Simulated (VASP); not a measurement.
# SiNi (Pnma) in VASP: a series of runs, part 2 of 2

VASP 6.6.1.

## 3. Single point, PBE (12.71 Å³/atom)

This run uses another cell than the first one, of 12.71 Å³/atom.

INCAR

```
SYSTEM = SiNi
PREC = Accurate
ENCUT = 520
EDIFF = 1E-7
ISMEAR = 0
SIGMA = 0.05
LREAL = .False.
LASPH = .True.
NELM = 80
ALGO = Fast
ISIF = 2
LWAVE = .False.
LCHARG = .False.
GGA = PE
NBANDS = 38
```

KPOINTS

```
Automatic mesh
0
Gamma
  8 10 6
  0 0 0
```

POSCAR

```
SiNi
1.0
    5.2122199163      0.0000000000      0.0000000000
    0.0000000000      3.4155034942      0.0000000000
    0.0000000000      0.0000000000      5.7113122821
Si Ni
4 4
Direct
    0.3194249861      0.7500000000      0.0830274246
    0.1805750139      0.2500000000      0.5830274246
    0.8194249861      0.7500000000      0.4169725754
    0.6805750139      0.2500000000      0.9169725754
    0.0066580128      0.2500000000      0.1905545744
    0.4933419872      0.7500000000      0.6905545744
    0.5066580128      0.2500000000      0.3094454256
    0.9933419872      0.7500000000      0.8094454256
```

Potentials or basis: VASP PAW PBE potentials, release 64 (Si, Ni).

On the command line:

```console
$ cat potpaw_PBE.64/Si/POTCAR potpaw_PBE.64/Ni/POTCAR > POTCAR
$ mpirun -np 1 vasp_std > vasp.out
```

OUTCAR:

```text
SYSTEM = SiNi
   PREC = Accurate
   ENCUT = 520
   EDIFF = 1E-7
   ISMEAR = 0
   LREAL = .False.
   LASPH = .True.
   NELM = 80
   ISIF = 2
   GGA = PE

 ion  position               nearest neighbor table
   1  0.319  0.750  0.083-   8 2.31   7 2.35   7 2.35   6 2.42   5 2.44   5 2.44   4 2.71   4 2.71

   2  0.181  0.250  0.583-   7 2.31   8 2.35   8 2.35   5 2.42   6 2.44   6 2.44   3 2.71   3 2.71

   3  0.819  0.750  0.417-   6 2.31   5 2.35   5 2.35   8 2.42   7 2.44   7 2.44   2 2.71   2 2.71

   4  0.681  0.250  0.917-   5 2.31   6 2.35   6 2.35   7 2.42   8 2.44   8 2.44   1 2.71   1 2.71

   5  0.007  0.250  0.191-   4 2.31   3 2.35   3 2.35   2 2.42   1 2.44   1 2.44   7 2.69   7 2.69
                             8 2.77   8 2.77
   6  0.493  0.750  0.691-   3 2.31   4 2.35   4 2.35   1 2.42   2 2.44   2 2.44   8 2.69   8 2.69
                             7 2.77   7 2.77
   7  0.507  0.250  0.309-   2 2.31   1 2.35   1 2.35   4 2.42   3 2.44   3 2.44   5 2.69   5 2.69
                             6 2.77   6 2.77
   8  0.993  0.750  0.809-   1 2.31   2 2.35   2 2.35   3 2.42   4 2.44   4 2.44   6 2.69   6 2.69
                             5 2.77   5 2.77

  LATTYP: Found a simple orthorhombic cell.
[... 210 lines left out ...]
      2       0.3636      2.00000
      3       1.6279      2.00000
      4       2.1695      2.00000
      5       3.5187      2.00000
      6       3.9549      2.00000
[... 973 lines left out ...]
     37      15.5981      0.00000
     38      16.1560      0.00000

 [... further k-points ...]

------------------------ aborting loop because EDIFF is reached ----------------------------------------

  FORCE on cell =-STRESS in cart. coord.  units (eV):
  Direction    XX          YY          ZZ          XY          YZ          ZX
  --------------------------------------------------------------------------------------
  -------------------------------------------------------------------------------------
  Total       -3.8111413     -3.9163201     -3.8338033      0.0000000      0.0000000      0.0000000
  in kB      -60.0554279    -61.7128192    -60.4125313      0.0000000      0.0000000      0.0000000
  external PRESSURE =     -60.7269261 kB  Pullay stress =       0.0000000 kB

 VOLUME and BASIS-vectors are now :
 -----------------------------------------------------------------------------
  energy-cutoff  :      520.00
  volume of cell :      101.67
      direct lattice vectors                 reciprocal lattice vectors
     5.212219916  0.000000000  0.000000000     0.191856832  0.000000000  0.000000000
     0.000000000  3.415503494  0.000000000     0.000000000  0.292782602  0.000000000
     0.000000000  0.000000000  5.711312282     0.000000000  0.000000000  0.175091109

 POSITION                                       TOTAL-FORCE (eV/Angst)
 -----------------------------------------------------------------------------------
      1.66491      2.56163      0.47420         0.000169      0.000000      0.000384
      0.94120      0.85388      3.32985        -0.000169      0.000000      0.000384
      4.27102      2.56163      2.38146         0.000169      0.000000     -0.000384
      3.54731      0.85388      5.23712        -0.000169      0.000000     -0.000384
      0.03470      0.85388      1.08832         0.009630     -0.000000     -0.000903
      2.57141      2.56163      3.94397        -0.009630      0.000000     -0.000903
      2.64081      0.85388      1.76734         0.009630     -0.000000      0.000903
      5.17752      2.56163      4.62300        -0.009630      0.000000      0.000903
 -----------------------------------------------------------------------------------
    total drift:                               -0.000000     -0.000000     -0.000000

  FREE ENERGIE OF THE ION-ELECTRON SYSTEM (eV)
  ---------------------------------------------------
  free  energy   TOTEN  =       -47.5311437739 eV

  energy  without entropy=      -47.5286838965  energy(sigma->0) =      -47.52991384
```

OSZICAR:

```text
N       E                     dE             d eps       ncg     rms          rms(c)
[... 15 lines left out ...]
RMM:  16    -0.475311604713E+02    0.18856E-03   -0.25498E-04 11859   0.939E-02    0.786E-02
RMM:  17    -0.475311564920E+02    0.39793E-05   -0.31422E-05 10688   0.304E-02    0.569E-02
RMM:  18    -0.475311499433E+02    0.65487E-05   -0.13142E-05 10552   0.221E-02    0.420E-02
RMM:  19    -0.475311498404E+02    0.10292E-06   -0.59534E-06 11947   0.111E-02    0.372E-02
RMM:  20    -0.475311495615E+02    0.27886E-06   -0.10460E-06  9304   0.511E-03    0.359E-02
RMM:  21    -0.475311443917E+02    0.51699E-05   -0.81966E-06 13732   0.232E-02    0.167E-02
RMM:  22    -0.475311437573E+02    0.63440E-06   -0.42212E-07  8798   0.304E-03    0.965E-03
RMM:  23    -0.475311437739E+02   -0.16609E-07   -0.11372E-07  5887   0.216E-03
   1 F= -.47531144E+02 E0= -.47529914E+02  d E =-.245988E-02
```

stdout:

```text
POSCAR found type information on POSCAR SiNi
 POSCAR found :  2 types and       8 ions
 scaLAPACK will be used
 LDA part: xc-table for (Slater+PW92), standard interpolation
 POSCAR, INCAR and KPOINTS ok, starting setup
 FFT: planning ... GRIDC
 FFT: planning ... GRID_SOFT
 FFT: planning ... GRID
 WAVECAR not read
 entering main loop
```

Run time: 11 min. Hardware: 1 thread of Oxide Virtual Turin-like, shared host; peak memory 0.42 GiB.

Results:

```
Free energy            : -47.5311 eV
Pressure               : -6.1 GPa
Largest force          : 0.010 eV/Å
Band gap on the k mesh : zero (bands 28 and 29 overlap by 1.76 eV)
```

Forces in eV/Å, atoms in the order of the input:
```
Si   0.000  0.000  0.000
Si   0.000  0.000  0.000
Si   0.000  0.000  0.000
Si   0.000  0.000  0.000
Ni   0.010  0.000 -0.001
Ni  -0.010  0.000 -0.001
Ni   0.010  0.000  0.001
Ni  -0.010  0.000  0.001
```

Caveat: the cell stands under tension. Spin polarisation is off, so any magnetic state and its effect on volume and gap are missing.
